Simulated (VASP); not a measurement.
Set up this calculation in VASP 6.6.1, as the native input.

| Quantity | Value |
| --- | --- |
| Task | single point |
| Functional | LDA |
| Potentials or basis | VASP PAW LDA potentials, release 64 (B, P) |
| Cutoff | 520 eV |
| k mesh | 8 × 8 × 8 |
| Occupations | gaussian, width 0.01 eV |
| Spin | no spin polarisation |
| Dipole correction | no |
| Further INCAR settings | ALGO = Normal; EDIFF = 1e-07; NBANDS = 11 |

The structure of BP lies in POSCAR:

```
BP
1.0
    2.2004746913      2.2004746913      0.0000000000
   -2.2004746913      2.2004746913      0.0000000000
    0.0000000000      2.2004746913      2.2664692598
B P
1 1
Direct
    0.0000000000      0.0000000000      0.0000000000
    0.7500000000      0.2500000000      0.5000000000
```

This cell differs from its parent crystal: in-plane strain -0.02, then relaxed in part.

The input as run:

INCAR

```
SYSTEM = BP
PREC     = Accurate       ! precision mode
ENCUT    = 520            ! plane-wave cutoff, eV
EDIFF    = 1E-7           ! SCF threshold, eV
ISMEAR   = 0              ! smearing method
SIGMA    = 0.01           ! smearing width, eV
LREAL    = .False.        ! projectors in reciprocal space
LASPH    = .True.         ! aspherical terms in the spheres
NELM     = 60             ! most SCF steps
ALGO     = Normal         ! electronic algorithm
ISIF     = 2              ! what is computed and relaxed
LWAVE    = .False.        ! write WAVECAR
LCHARG   = .True.         ! write CHGCAR
LELF     = .True.         ! ELF
LVHAR    = .True.       
NBANDS   = 11             ! bands
```

KPOINTS

```
regular mesh
0
Gamma
  8 8 8
  0 0 0
```

Potentials or basis: VASP PAW LDA potentials, release 64 (B, P).

Run with:

```bash
$ cat potpaw_LDA.64/B/POTCAR potpaw_LDA.64/P/POTCAR > POTCAR
$ mpirun -np 1 vasp_std > vasp.out
```

It gave:

| Item | Value |
| --- | --- |
| Pressure | 5.6 GPa |
| Band gap on the k mesh | 0.92 eV, indirect (least direct gap 3.33 eV) |

Caveat: the cell differs from its parent crystal (in-plane strain -0.02, then relaxed in part).

Run time: 9 s on 1 thread of AMD EPYC 7R13 Processor (Zen 3), with other jobs on the host, peak memory 0.1 GiB.
